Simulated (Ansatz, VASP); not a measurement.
## One calculation of WC, two programs

```xyz
2
Lattice="2.9121 0.0000 0.0000 -1.4560 2.5219 0.0000 0.0000 0.0000 2.8362" Properties=species:S:1:pos:R:3 pbc="T T T"
W     0.0000    0.0000    0.0000
C     1.4560    0.8406    1.4181
```

Alike in both runs: task single point; functional r2SCAN; k mesh 24 × 24 × 18; occupations gaussian, width 0.1 eV; no spin polarisation.

|  | VASP | Ansatz |
| --- | --- | --- |
| version | VASP 6.6.1 | Ansatz 0.2.0 |
| potentials or method | VASP PAW PBE potentials, release 64 (W_sv, C), cutoff 520 eV | scalar-relativistic, plane waves, PAW |
| valence electrons in the cell | 18 | 18 |

|  | VASP | Ansatz | Ansatz less VASP |
| --- | --- | --- | --- |
| gap on the k mesh at the Fermi level (eV) | none | none | - |
| pressure (GPa) | 1.9 | 0.0 | -1.92 |
| traceless stress, the component that is largest in VASP (GPa) | 0.06 | -0.16 | -0.215 |

VASP's potentials were made for PBE, not for r2SCAN. A gap of «none» marks a metal or a gap that the smearing closes. With one functional, cell and mesh, what is left measures potentials, basis and numerics.

Spin-orbit coupling is off throughout.
